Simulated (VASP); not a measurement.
Here is a VASP 6.6.1 calculation.

POSCAR

```
TiO2
1.0
    4.8126997814      0.0000000000      0.0000000000
    0.0000000000      4.8718844600      0.0000000000
   -0.8628854487      0.0000000000      4.9665942755
Ti O
4 8
Direct
    0.2774352600      0.4471916400      0.7131482700
    0.7225647400      0.9471916400      0.7868517300
    0.7225647400      0.5528083600      0.2868517300
    0.2774352600      0.0528083600      0.2131482700
    0.4453609900      0.7423682600      0.9667718600
    0.5546390100      0.2423682600      0.5332281400
    0.5546390100      0.2576317400      0.0332281400
    0.4453609900      0.7576317400      0.4667718600
    0.0638382200      0.3230344800      0.3515567400
    0.9361617800      0.8230344800      0.1484432600
    0.9361617800      0.6769655200      0.6484432600
    0.0638382200      0.1769655200      0.8515567400
```

INCAR.step1

```
  PREC = Accurate
  ENCUT = 520
  ISMEAR = 0
  SIGMA = 0.02
  LREAL = False
  LASPH = True
  NELM = 100
  NBANDS = 60
  GGA = PE
  ALGO = Normal
  EDIFF = 1E-4
  LWAVE = True
  LCHARG = False
```

INCAR.step2

```
  PREC = Accurate
  ENCUT = 520
  EDIFF = 1E-7
  ISMEAR = 0
  SIGMA = 0.02
  LREAL = False
  LASPH = True
  NELM = 100
  ALGO = Normal
  ISIF = 2
  LWAVE = False
  LCHARG = True
  METAGGA = R2SCAN
  LMIXTAU = True
  LELF = True
  LVHAR = True
  NBANDS = 60
  ISTART = 1
```

File KPOINTS:

```
Automatic mesh
0
Gamma
  6 6 6
```

Potentials or basis: VASP PAW PBE potentials, release 64 (Ti_sv, O).

Command:

```sh
$ cat potpaw_PBE.64/Ti_sv/POTCAR potpaw_PBE.64/O/POTCAR > POTCAR
$ cp INCAR.step1 INCAR
$ mpirun -np 1 vasp_std > vasp.out
$ cp INCAR.step2 INCAR
$ mpirun -np 1 vasp_std > vasp.out
```

(1) Estimate the pressure.

(2) Estimate the largest force.

Answers

(1) 0.0 GPa.

(2) 0.045 eV/Å.

Caveat: the PAW data sets were made with another functional, which shifts forces and pressure a little.
